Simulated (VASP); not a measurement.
Input of a VASP 6.6.1 run:

The input POSCAR:

```
BaTiO3
1.0
    3.9723652307      0.0000000000      0.0000000000
    0.0000000000      3.9723652307      0.0000000000
    0.0000000000      0.0000000000      4.1122285344
Ba Ti O
1 1 3
Direct
    0.0000000000      0.0000000000     -0.0043576122
    0.5000000000      0.5000000000      0.4775258109
    0.5000000000      0.5000000000      0.0345450333
    0.5000000000      0.0000000000      0.5176433840
    0.0000000000      0.5000000000      0.5176433840
```

Contents of INCAR.step1:

```
SYSTEM = BaTiO3
PREC = Accurate
ENCUT = 520
ISMEAR = 0
SIGMA = 0.01
LREAL = .False.
LASPH = .True.
NELM = 60
NBANDS = 28
GGA = PE
ALGO = Normal
EDIFF = 1E-4
LWAVE = .True.
LCHARG = .False.
```

Contents of INCAR.step2:

```
SYSTEM = BaTiO3
PREC = Accurate
ENCUT = 520
EDIFF = 1E-7
ISMEAR = 0
SIGMA = 0.01
LREAL = .False.
LASPH = .True.
NELM = 60
ALGO = Normal
ISIF = 2
LWAVE = .False.
LCHARG = .False.
METAGGA = R2SCAN
LMIXTAU = .True.
NBANDS = 28
ISTART = 1
```

The input KPOINTS:

```
regular mesh
0
Gamma
  6 6 6
  0 0 0
```

Potentials or basis: VASP PAW PBE potentials, release 64 (Ba_sv, Ti_sv, O).

Command:

```bash
$ cat potpaw_PBE.64/Ba_sv/POTCAR potpaw_PBE.64/Ti_sv/POTCAR potpaw_PBE.64/O/POTCAR > POTCAR
$ cp INCAR.step1 INCAR
$ mpirun -np 1 vasp_std > vasp.out
$ cp INCAR.step2 INCAR
$ mpirun -np 1 vasp_std > vasp.out
```

(1) What does it give for the band gap on the k mesh?

(2) What does it give for the pressure?

(3) What does it give for the largest force?

## Answers

(1) 2.21 eV (least direct gap 2.71 eV).

(2) 1.9 GPa.

(3) 0.164 eV/Å.

Caveat: the PAW data sets were made with another functional, which shifts forces and pressure a little; spin-orbit coupling is left out, which moves the levels of the heavy elements.
